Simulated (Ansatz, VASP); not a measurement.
# One calculation of BP, two programs

File POSCAR:

```
BP
1.0
    2.2909397142      2.2909397142      0.0000000000
   -2.2909397142      2.2909397142      0.0000000000
    0.0000000000      2.2909397142      2.2590983635
B P
1 1
Direct
    0.0000000000      0.0000000000      0.0000000000
    0.7500000000      0.2500000000      0.5000000000
```

File INCAR.step1:

```
PREC = Accurate
ENCUT = 520
ISMEAR = 0
SIGMA = 0.01
LREAL = False
LASPH = True
NELM = 60
NBANDS = 11
GGA = PE
ALGO = Normal
EDIFF = 1E-4
LWAVE = True
LCHARG = False
```

INCAR.step2

```
PREC = Accurate
ENCUT = 520
EDIFF = 1E-6
ISMEAR = 0
SIGMA = 0.01
LREAL = False
LASPH = True
NELM = 60
ALGO = Normal
ISIF = 2
LWAVE = False
LCHARG = True
METAGGA = R2SCAN
LMIXTAU = True
LELF = True
LVHAR = True
NBANDS = 11
ISTART = 1
```

The input KPOINTS:

```
Automatic mesh
0
Gamma
  8 8 8
```

Input for Ansatz:

```yaml
crystal:
  lattice:
    - [2.29093971416, 2.29093971416, 0.0]
    - [-2.29093971416, 2.29093971416, 0.0]
    - [0.0, 2.29093971416, 2.25909836353]
  atoms:
    - { symbol: B, position: [0.0, 0.0, 0.0] }
    - { symbol: P, position: [0.75, 0.25, 0.5] }
kpoints:
  mp_grid: { grid: [8, 8, 8] }
scf:
  occupations: { method: fixed }
  convergence: { dr2_threshold: 1.0e-10 }
hamiltonian:
  xc: r2scan
  pseudopotentials: { kind: paw }
output:
  forces: true
  stress: true
  eigenstates:
    kpoints:
      - [0.0, 0.0, 0.0]
      - [0.414222957, -0.414222957, 0.0]
      - [0.414222957, 0.414222957, 0.414222957]
      - [0.0, 0.0, 0.414222957]
      - [-0.5, -0.5, -0.5]
      - [-0.5, 0.5, 0.0]
      - [0.0, 0.0, -0.5]
      - [0.0, -0.5, -0.5]
      - [0.0, 0.5, 0.0]
      - [-0.5, 0.0, 0.0]
      - [-0.5, 0.0, -0.5]
  eigenvalues: true
```

Change from the starting cell: film at in-plane strain +0.01.

Alike in both runs: task single point; functional r2SCAN; k mesh 8 × 8 × 8; no spin polarisation.

|  | VASP | Ansatz |
| --- | --- | --- |
| version | VASP 6.6.1 | Ansatz 0.2.0 |
| potentials or method | VASP PAW PBE potentials, release 64 (B, P) | PAW with Ansatz's default frozen-core files, scalar-relativistic |
| plane-wave cutoff (eV) | 520 | 500 |
| occupations | gaussian, width 0.01 eV | fixed |
| valence electrons in the cell | 8 | 8 |

VASP gave:

```
gap on the k mesh at the Fermi level (eV)                     : 1.27
pressure (GPa)                                                : -3.1
traceless stress, the component that is largest in VASP (GPa) : 2.61
```

Question: Which values does Ansatz return?

Answer: gap on the k mesh at the Fermi level (eV): 1.24; pressure (GPa): -2.6; traceless stress, the component that is largest in VASP (GPa): 2.60.

VASP's potentials were made for PBE, not for r2SCAN.
